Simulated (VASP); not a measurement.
# Te3As5 (Pm-3m) in VASP: further runs, part 2 of 3

VASP 6.6.1. Earlier steps stand in the parts before.

### Step 5. Relaxation of cell and atoms, PBE

This run uses another cell than the first one, of 27.53 Å³/atom, 1.113 times its volume.

File INCAR:

```
SYSTEM = Te3As5
PREC = Accurate
ENCUT = 600
EDIFF = 1E-6
ISMEAR = 0
SIGMA = 0.1
LREAL = .False.
LASPH = .True.
NELM = 60
ALGO = Normal
ISIF = 3
LWAVE = .False.
LCHARG = .False.
GGA = PE
IBRION = 2
NSW = 90
EDIFFG = -0.04
```

File KPOINTS:

```
regular mesh
0
Gamma
  4 4 4
  0 0 0
```

File POSCAR:

```
Te3As5
1.0
    6.0388510700      0.0000000000      0.0000000000
    0.0000000000      6.0388510700      0.0000000000
    0.0000000000      0.0000000000      6.0388510700
Te As
3 5
Direct
    0.5000000000      0.0000000000      0.0000000000
    0.0000000000      0.5000000000      0.0000000000
    0.0000000000      0.0000000000      0.5000000000
    0.0000000000      0.5000000000      0.5000000000
    0.5000000000      0.0000000000      0.5000000000
    0.5000000000      0.5000000000      0.0000000000
    0.0000000000      0.0000000000      0.0000000000
    0.5000000000      0.5000000000      0.5000000000
```

Potentials or basis: VASP PAW PBE potentials, release 64 (Te, As).

The run is started by

```
> cat potpaw_PBE.64/Te/POTCAR potpaw_PBE.64/As/POTCAR > POTCAR
> mpirun -np 1 vasp_std > vasp.out
```

OUTCAR:

```text
SYSTEM = Te3As5
   PREC = Accurate
   ENCUT = 600
   EDIFF = 1E-6
   ISMEAR = 0
   LREAL = .False.
   LASPH = .True.
   NELM = 60
   ISIF = 3
   GGA = PE
   IBRION = 2
   NSW = 90
   EDIFFG = -0.04

 ion  position               nearest neighbor table
   1  0.500  0.000  0.000-   5 3.02   6 3.02   7 3.02   5 3.02   6 3.02   7 3.02
   2  0.000  0.500  0.000-   4 3.02   6 3.02   7 3.02   4 3.02   7 3.02   6 3.02
   3  0.000  0.000  0.500-   4 3.02   5 3.02   7 3.02   7 3.02   4 3.02   5 3.02
   4  0.000  0.500  0.500-   2 3.02   3 3.02   2 3.02   3 3.02
   5  0.500  0.000  0.500-   1 3.02   3 3.02   1 3.02   3 3.02
   6  0.500  0.500  0.000-   1 3.02   2 3.02   1 3.02   2 3.02
   7  0.000  0.000  0.000-   1 3.02   2 3.02   3 3.02   3 3.02   2 3.02   1 3.02
   8  0.500  0.500  0.500-

  LATTYP: Found a simple cubic cell.
 ALAT       =     6.0388510700

  Lattice vectors:

 A1 = (   6.0388510700,   0.0000000000,   0.0000000000)
 A2 = (   0.0000000000,   6.0388510700,   0.0000000000)
 A3 = (   0.0000000000,   0.0000000000,   6.0388510700)

Analysis of symmetry for initial positions (statically):
=====================================================================
 Subroutine PRICEL returns:
 Original cell was already a primitive cell.

 Routine SETGRP: Setting up the symmetry group for a
 simple cubic supercell.

 Subroutine GETGRP returns: Found 48 space group operations
 (whereof 48 operations were pure point group operations)
 out of a pool of 48 trial point group operations.

The static configuration has the point symmetry O_h .

Analysis of symmetry for dynamics (positions and initial velocities):
=====================================================================
 Subroutine PRICEL returns:
 Original cell was already a primitive cell.

 Routine SETGRP: Setting up the symmetry group for a
 simple cubic supercell.

 Subroutine GETGRP returns: Found 48 space group operations
 (whereof 48 operations were pure point group operations)
 out of a pool of 48 trial point group operations.

The dynamic configuration has the point symmetry O_h .

 Subroutine INISYM returns: Found 48 space group operations
 (whereof 48 operations are pure point group operations),
 and found     1 'primitive' translations

----------------------------------------------------------------------------------------

                                     Primitive cell

  volume of cell :     220.2231

  direct lattice vectors                    reciprocal lattice vectors
     6.038851070  0.000000000  0.000000000     0.165594413  0.000000000  0.000000000
     0.000000000  6.038851070  0.000000000     0.000000000  0.165594413  0.000000000
     0.000000000  0.000000000  6.038851070     0.000000000  0.000000000  0.165594413

  length of vectors
     6.038851070  6.038851070  6.038851070     0.165594413  0.165594413  0.165594413

  position of ions in fractional coordinates (direct lattice)
     0.500000000  0.000000000  0.000000000
     0.000000000  0.500000000  0.000000000
     0.000000000  0.000000000  0.500000000
     0.000000000  0.500000000  0.500000000
     0.500000000  0.000000000  0.500000000
     0.500000000  0.500000000  0.000000000
     0.000000000  0.000000000  0.000000000
     0.500000000  0.500000000  0.500000000

  ion indices of the primitive-cell ions
   primitive index   ion index
                 1           1
                 2           2
                 3           3
                 4           4
                 5           5
                 6           6
                 7           7
                 8           8

----------------------------------------------------------------------------------------

 KPOINTS: regular mesh

Automatic generation of k-mesh.
 Grid dimensions read from file:
 generate k-points for:    4    4    4

 Generating k-lattice:

  Cartesian coordinates                     Fractional coordinates (reciprocal lattice)
     0.041398603  0.000000000  0.000000000     0.250000000  0.000000000  0.000000000
     0.000000000  0.041398603  0.000000000     0.000000000  0.250000000  0.000000000
     0.000000000  0.000000000  0.041398603     0.000000000  0.000000000  0.250000000

  Length of vectors
     0.041398603  0.041398603  0.041398603

  Shift w.r.t. Gamma in fractional coordinates (k-lattice)
     0.000000000  0.000000000  0.000000000

 Subroutine IBZKPT returns following result:
 ===========================================

 Found     10 irreducible k-points:

 Following reciprocal coordinates:
            Coordinates               Weight
  0.000000  0.000000  0.000000      1.000000
  0.250000  0.000000  0.000000      6.000000
  0.500000  0.000000  0.000000      3.000000
  0.250000  0.250000  0.000000     12.000000
  0.500000  0.250000  0.000000     12.000000
  0.500000  0.500000  0.000000      3.000000
  0.250000  0.250000  0.250000      8.000000
  0.500000  0.250000  0.250000     12.000000
  0.500000  0.500000  0.250000      6.000000
  0.500000  0.500000  0.500000      1.000000
   k-points           NKPTS =     10   k-points in BZ     NKDIM =     10   number of bands    NBANDS=     26
   number of dos      NEDOS =    301   number of ions     NIONS =      8
   total plane-waves  NPLWV = 110592
   dimension x,y,z NGX =    48 NGY =   48 NGZ =   48
   dimension x,y,z NGXF=    96 NGYF=   96 NGZF=   96
   ions per type =               3   5
   NGX,Y,Z   is equivalent  to a cutoff of  13.21, 13.21, 13.21 a.u.
   NGXF,Y,Z  is equivalent  to a cutoff of  26.43, 26.43, 26.43 a.u.
 SYSTEM =  Te3As5
   PREC   = accura    normal or accurate (medium, high low for compatibility)
   ISTART =      0    job   : 0-new  1-cont  2-samecut
   ICHARG =      2    charge: 1-file 2-atom 10-const
   ISPIN  =      1    spin polarized calculation?
   LNONCOLLINEAR =      F non collinear calculations
   LSORBIT =      F    spin-orbit coupling
   LASPH  =      T    aspherical Exc in radial PAW
   ENCUT  =  600.0 eV  44.10 Ry    6.64 a.u.  12.06 12.06 12.06*2*pi/ulx,y,z
   NELM   =     60;   NELMIN=  2; NELMDL= -5     # of ELM steps
   EDIFF  = 0.1E-05   stopping-criterion for ELM
   LREAL  =      F    real-space projection
   EDIFFG = -.4E-01   stopping-criterion for IOM
   NSW    =     90    number of steps for IOM
   IBRION =      2    ionic relax: 0-MD 1-quasi-New 2-CG
   NFREE  =      1    steps in history (QN), initial steepest desc. (CG)
   ISIF   =      3    stress and relaxation
   ISYM   =      2    0-nonsym 1-usesym 2-fastsym
   POTIM  = 0.5000    time-step for ionic-motion
   TEBEG  =    0.0;   TEEND  =   0.0 temperature during run
   PSTRESS=    0.0 pullay stress
   NELECT =      43.0000    total number of electrons
   NUPDOWN=      -1.0000    fix difference up-down
   EMIN   =  10.00;   EMAX   =-10.00  energy-range for DOS
   EFERMI =   0.00;   METHOD = LEGACY
   ISMEAR =     0;   SIGMA  =   0.10  broadening in eV -4-tet -1-fermi 0-gaus
   EFERMI_NEDOS =   21; number of points for ismear=-14 and -15
   IALGO  =     38    algorithm
   IMIX   =      4    mixing-type and parameters
     AMIX     =   0.40;   BMIX     =  1.00
     AMIX_MAG =   1.60;   BMIX_MAG =  1.00
  volume/ion in A,a.u.               =      27.53       185.77
  Fermi-wavevector in a.u.,A,eV,Ry     =   0.949752  1.794770 12.272835  0.902028
  Thomas-Fermi vector in A             =   2.078064
   LORBIT       =      0    0 simple, 1 ext, 2 COOP (PROOUT), +10 PAW based schemes
   GGA     = PE    functional components
   LHFCALC =     F    Hartree Fock is set to
   AEXX    =    0.0000 exact exchange contribution
   IVDW    =     0    specifies the selected vdW correction
   LEPSILON=     F    determine dielectric tensor
   LRPA    =     F    only Hartree local field effects (RPA)
 conjugate gradient relaxation of ions
 non-spin polarized calculation
 Gauss-broadening in eV      SIGMA  =   0.10
  energy-cutoff  :      600.00
  volume of cell :      220.22
 maximum number of plane-waves:      7400
   NGX = 25   NGY = 25   NGZ = 25

--------------------------------------- Ionic step        1  -------------------------------------------

 number of electron      43.0000009 magnetization

 Free energy of the ion-electron system (eV)
  ---------------------------------------------------
  ext. energy  EPLUGINS =         0.00000000
  ---------------------------------------------------
  free energy    TOTEN  =       -31.40889200 eV

  energy without entropy =      -31.39272591  energy(sigma->0) =      -31.40080895

 E-fermi :   4.9283     XC(G=0):  -9.4233

 val. band max:        4.9282805260   @ k =   0.5000   0.5000   0.0000
 cond. band min:       4.9604605301   @ k =   0.5000   0.5000   0.2500
 fundamental gap:      0.0321800040
 Fermi energy:         4.9283468207

 k-point     1 :       0.0000    0.0000    0.0000
  band No.  band energies     occupation
      1      -8.5270      2.00000
      2      -6.6088      2.00000
      3      -6.6088      2.00000
      4      -6.0970      2.00000
      5      -4.3414      2.00000
      6      -4.3414      2.00000
[... 657 lines left out ...]
  energy  without entropy=      -31.7790992358  energy(sigma->0) =      -31.78396759

--------------------------------------- Ionic step        3  -------------------------------------------

 number of electron      43.0000004 magnetization

 Free energy of the ion-electron system (eV)
  ---------------------------------------------------
  ext. energy  EPLUGINS =         0.00000000
  ---------------------------------------------------
  free energy    TOTEN  =       -31.83748654 eV

  energy without entropy =      -31.82543822  energy(sigma->0) =      -31.83146238

 E-fermi :   6.2350     XC(G=0):  -9.8817

 val. band max:        6.1539822890   @ k =   0.5000   0.5000   0.0000
 cond. band min:       6.2504172446   @ k =   0.5000   0.5000   0.2500
 fundamental gap:      0.0964349557
 Fermi energy:         6.2350066677

 k-point     1 :       0.0000    0.0000    0.0000
  band No.  band energies     occupation
      1      -8.1242      2.00000
      2      -5.8256      2.00000
      3      -5.8256      2.00000
      4      -5.2555      2.00000
      5      -3.1147      2.00000
      6      -3.1147      2.00000
[... 314 lines left out ...]
  FREE ENERGIE OF THE ION-ELECTRON SYSTEM (eV)
  ---------------------------------------------------
  free  energy   TOTEN  =       -31.8374865446 eV

  energy  without entropy=      -31.8254382183  energy(sigma->0) =      -31.83146238

 reached required accuracy - stopping structural energy minimisation
```

It took 3.4 min on 1 thread of Intel Xeon 6975P-C, shared host; peak memory 0.37 GiB.

Results:

| Item | Value |
| --- | --- |
| Free energy | -31.8375 eV |
| Relaxed volume | 24.73 Å³/atom |
| Relaxed cell | a = 5.827 Å, b = 5.827 Å, c = 5.827 Å, α = 90.00°, β = 90.00°, γ = 90.00° |
| Space group after relaxing (to 0.05 Å) | Pm-3m (No. 221) |
| Energy gained by relaxing | 53.6 meV/atom |
| Ionic steps | 3 |
| Pressure after relaxing | 0.0 GPa |

The path:
```
step  energy change (eV)  largest force (eV/Å)  pressure (GPa)  volume (Å³)
   1              0.0000                0.0000           -5.55       220.22
   2             -0.3799                0.0000            2.44       191.23
   3             -0.4286                0.0000            0.01       197.81
```

Final structure:
```yaml
crystal:
  lattice:
    - [5.82664, 0.00000, 0.00000]
    - [0.00000, 5.82664, 0.00000]
    - [0.00000, 0.00000, 5.82664]
  atoms:
    - { symbol: Te, position: [0.50000, 0.00000, 0.00000] }
    - { symbol: Te, position: [0.00000, 0.50000, 0.00000] }
    - { symbol: Te, position: [0.00000, 0.00000, 0.50000] }
    - { symbol: As, position: [0.00000, 0.50000, 0.50000] }
    - { symbol: As, position: [0.50000, 0.00000, 0.50000] }
    - { symbol: As, position: [0.50000, 0.50000, 0.00000] }
    - { symbol: As, position: [0.00000, 0.00000, 0.00000] }
    - { symbol: As, position: [0.50000, 0.50000, 0.50000] }
```

Levels at points of the mesh, in eV from the Fermi level:
| k point | band 18 | band 19 | band 20 | band 21 | band 22 | band 23 | band 24 | band 25 | band 26 |
| --- | --- | --- | --- | --- | --- | --- | --- | --- | --- |
| (0.00, 0.00, 0.00) | -2.31 | -2.31 | -2.31 | 2.28 | 2.28 | 2.28 | 2.67 | 2.67 | 2.67 |
| (0.50, 0.00, 0.00) | -2.73 | -1.01 | -0.54 | -0.45 | -0.41 | 1.42 | 1.54 | 3.36 | 3.36 |
| (0.50, 0.50, 0.00) | -1.88 | -1.51 | -1.51 | -0.25 | -0.08 | -0.08 | 0.04 | 0.50 | 0.61 |
| (0.50, 0.50, 0.50) | -1.23 | -1.23 | -1.20 | -1.20 | -1.20 | -1.15 | -0.78 | -0.78 | -0.55 |

Caveat: the bands computed are all filled at some k points, so no gap is given; spin-orbit coupling is left out, which moves the levels of the heavy elements.

[end of part 2 of 3]
